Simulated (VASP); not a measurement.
**CoSi: single point with PBEsol**

The system is CoSi.

```
Co Si
1.0
     4.47184    0.00000    0.00000
     0.00000    4.47184    0.00000
     0.00000    0.00000    4.47184
Co Si
4 4
Direct
  0.14300 0.14300 0.14300
  0.35700 0.85700 0.64300
  0.64300 0.35700 0.85700
  0.85700 0.64300 0.35700
  0.84244 0.84244 0.84244
  0.65756 0.15756 0.34244
  0.34244 0.65756 0.15756
  0.15756 0.34244 0.65756
```

* Program: VASP 6.6.1
* Task: single point
* Functional: PBEsol
* Potentials or basis: VASP PAW PBE potentials, release 64 (Co, Si)
* Cutoff: 520 eV
* k mesh: 8 × 8 × 8
* Occupations: gaussian, width 0.1 eV
* Spin: no spin polarisation
* Dipole correction: no
* Further INCAR settings: ALGO = Normal; EDIFF = 1e-06; NBANDS = 36

```
Pressure               : -12.0 GPa
Largest force          : 0.014 eV/Å
Band gap on the k mesh : zero (bands 26 and 27 overlap by 0.21 eV)
```

Forces in eV/Å, atoms in the order of the input:
```
Co   0.008  0.008  0.008
Co  -0.008 -0.008  0.008
Co   0.008 -0.008 -0.008
Co  -0.008  0.008 -0.008
Si  -0.003 -0.003 -0.003
Si   0.003  0.003 -0.003
Si  -0.003  0.003  0.003
Si   0.003 -0.003  0.003
```

Levels at points of the mesh, in eV from the Fermi level:
```csv
k point,band 24,band 25,band 26,band 27,band 28,band 29
"(0.00, 0.00, 0.00)",-0.76,-0.02,-0.02,-0.02,2.37,2.37
"(0.50, 0.00, 0.00)",-0.65,-0.48,-0.48,0.96,0.96,1.39
"(0.50, 0.50, 0.00)",-0.98,-0.05,-0.05,0.54,0.54,1.89
"(0.50, 0.50, 0.50)",-1.19,-0.23,-0.23,-0.23,-0.23,5.20
```

Wall time 92 s on 1 thread of Intel(R) Xeon(R) Platinum 8488C (Sapphire Rapids) (shared host), peak memory 0.26 GiB.

Caveat: the cell stands under tension; the PAW data sets were made with another functional, which shifts forces and pressure a little; the run has no spin polarisation, though such a crystal can be magnetic. Spin polarisation is off, so any magnetic state and its effect on volume and gap are missing.
